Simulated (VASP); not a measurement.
Input of a VASP 6.6.1 run:

The input INCAR:

```
SYSTEM = NiO2
PREC = Accurate
ENCUT = 520
EDIFF = 1E-6
ISMEAR = 0
SIGMA = 0.05
LREAL = .FALSE.
LASPH = .TRUE.
NELM = 80
ALGO = Normal
ISIF = 2
LWAVE = .FALSE.
LCHARG = .FALSE.
GGA = PS
NBANDS = 18
```

The input KPOINTS:

```
Automatic mesh
0
G
  12 12 6
  0 0 0
```

POSCAR

```
NiO2
1.0
    2.6974517026      0.0000000000      0.0000000000
   -1.3487258513      2.3360616999      0.0000000000
    0.0000000000      0.0000000000      5.1989816428
Ni O
1 2
Direct
    0.0000000000      0.0000000000      0.5000000000
    0.6666666667      0.3333333333      0.6912080179
    0.3333333333      0.6666666667      0.3087919821
```

Potentials or basis: VASP PAW PBE potentials, release 64 (Ni, O).

Launch:

```bash
$ cat potpaw_PBE.64/Ni/POTCAR potpaw_PBE.64/O/POTCAR > POTCAR
$ mpirun -np 1 vasp_std > vasp.out
```

Problem. What does it give for the largest force?

Solution. 0.306 eV/Å.

Problem. Predict the band gap on the k mesh.

Solution. 1.21 eV, indirect (least direct gap 1.37 eV).

Problem. Estimate the pressure.

Solution. 6.1 GPa.

Stress tensor (GPa, compression positive):
```
10.76  0.00  0.00
 0.00 10.76  0.00
 0.00  0.00 -3.29
```

Caveat: the PAW data sets were made with another functional, which shifts forces and pressure a little. Spin polarisation is off, so any magnetic state and its effect on volume and gap are missing.
